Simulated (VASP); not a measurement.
# Si2W (I4/mmm) in VASP: a series of runs, part 2 of 2

VASP 6.6.1.

## Step 3: Single point, r2SCAN

This run uses another cell than the first one, of 13.96 Å³/atom.

POSCAR reads:

```
Si2W
1.0
   -1.6274195200      1.6274195200      3.9541443300
    1.6274195200     -1.6274195200      3.9541443300
    1.6274195200      1.6274195200     -3.9541443300
Si W
2 1
Direct
    0.3355131939      0.3355131939      0.0000000000
    0.6644868061      0.6644868061      0.0000000000
    0.0000000000      0.0000000000      0.0000000000
```

INCAR.step1 reads:

```
ALGO = Normal
EDIFF = 1E-4
ENCUT = 520
GGA = PE
ISMEAR = -1
LASPH = True
LCHARG = False
LREAL = False
LWAVE = True
NBANDS = 18
NELM = 80
PREC = Accurate
SIGMA = 0.1
```

INCAR.step2 reads:

```
ALGO = Normal
EDIFF = 1E-6
ENCUT = 520
ISIF = 2
ISMEAR = -1
ISTART = 1
LASPH = True
LCHARG = False
LMIXTAU = True
LREAL = False
LWAVE = False
METAGGA = R2SCAN
NBANDS = 18
NELM = 80
PREC = Accurate
SIGMA = 0.1
```

KPOINTS reads:

```
k-points
0
Gamma
  13 13 13
```

Potentials or basis: VASP PAW PBE potentials, release 64 (Si, W_sv).

Launch:

```sh
$ cat potpaw_PBE.64/Si/POTCAR potpaw_PBE.64/W_sv/POTCAR > POTCAR
$ cp INCAR.step1 INCAR
$ mpirun -np 1 vasp_std > vasp.out
$ cp INCAR.step2 INCAR
$ mpirun -np 1 vasp_std > vasp.out
```

OUTCAR:

```text
EDIFF = 1E-6
   ENCUT = 520
   ISIF = 2
   ISMEAR = -1
   ISTART = 1
   LASPH = True
   LREAL = False
   METAGGA = R2SCAN
   NELM = 80
   PREC = Accurate

 ion  position               nearest neighbor table
   1  0.336  0.336  0.000-   2 2.60   3 2.64   3 2.64   3 2.64   3 2.64   3 2.65   2 2.67   2 2.67
                             2 2.67   2 2.67
   2  0.664  0.664  0.000-   1 2.60   3 2.64   3 2.64   3 2.64   3 2.64   3 2.65   1 2.67   1 2.67
                             1 2.67   1 2.67
   3  0.000  0.000  0.000-   1 2.64   2 2.64   2 2.64   2 2.64   2 2.64   1 2.64   1 2.64   1 2.64
                             1 2.65   2 2.65

[... 703 lines left out ...]
  --------------------------------------------------------------------------------------
  -------------------------------------------------------------------------------------
  Total       -2.0636177     -2.0636177     -2.4269329      0.0000000     -0.0000000      0.0000000
  in kB      -78.9274890    -78.9274890    -92.8232554      0.0000000     -0.0000000      0.0000000
  external PRESSURE =     -83.5594112 kB  Pullay stress =       0.0000000 kB

 VOLUME and BASIS-vectors are now :
 -----------------------------------------------------------------------------
  energy-cutoff  :      520.00
  volume of cell :       41.89
      direct lattice vectors                 reciprocal lattice vectors
    -1.627419520  1.627419520  3.954144330     0.000000000  0.307234855  0.126449608
     1.627419520 -1.627419520  3.954144330     0.307234855  0.000000000  0.126449608
     1.627419520  1.627419520 -3.954144330     0.307234855  0.307234855  0.000000000

 POSITION                                       TOTAL-FORCE (eV/Angst)
 -----------------------------------------------------------------------------------
      0.00000      0.00000      2.65334        -0.000000     -0.000000      0.002415
      0.00000      0.00000      5.25495         0.000000      0.000000     -0.002415
      0.00000      0.00000      0.00000         0.000000      0.000000     -0.000000
 -----------------------------------------------------------------------------------
    total drift:                               -0.000000      0.000000     -0.000000

  FREE ENERGIE OF THE ION-ELECTRON SYSTEM (eV)
  ---------------------------------------------------
  free  energy   TOTEN  =       -69.7762006290 eV

  energy  without entropy=      -69.7673950136  energy(sigma->0) =      -69.77179782
```

OUTCAR.step1:

```text
EDIFF = 1E-4
   ENCUT = 520
   GGA = PE
   ISMEAR = -1
   LASPH = True
   LREAL = False
[... 731 lines left out ...]
      0.00000      0.00000      2.65334         0.000000      0.000000     -0.096537
      0.00000      0.00000      5.25495        -0.000000     -0.000000      0.096537
      0.00000      0.00000      0.00000         0.000000      0.000000      0.000000
 -----------------------------------------------------------------------------------
    total drift:                                0.000000      0.000000     -0.000000

  FREE ENERGIE OF THE ION-ELECTRON SYSTEM (eV)
  ---------------------------------------------------
  free  energy   TOTEN  =       -24.8075892538 eV

  energy  without entropy=      -24.7962544555  energy(sigma->0) =      -24.80192185
```

Run time: 6.1 min. Hardware: 1 thread of Intel Xeon 6975P-C (Granite Rapids), shared host; peak memory 0.31 GiB.

Results:

* Free energy: -69.7762 eV
* Pressure: -8.4 GPa
* Band gap on the k mesh: zero (bands 11 and 12 overlap by 1.14 eV)

Forces in eV/Å, atoms in the order of the input:
```
Si   0.000  0.000  0.002
Si   0.000  0.000 -0.002
W    0.000  0.000  0.000
```

Stress tensor (GPa, compression positive):
```
-7.89  0.00  0.00
 0.00 -7.89  0.00
 0.00  0.00 -9.28
```

Levels at points of the mesh, in eV from the Fermi level:
```tsv
k point	band 9	band 10	band 11	band 12	band 13	band 14
(0.00, 0.00, 0.00)	-2.93	-2.93	0.54	2.79	3.03	3.03
```

Caveat: the cell stands under tension; the PAW data sets were made with another functional, which shifts forces and pressure a little; spin-orbit coupling is left out, which moves the levels of the heavy elements.
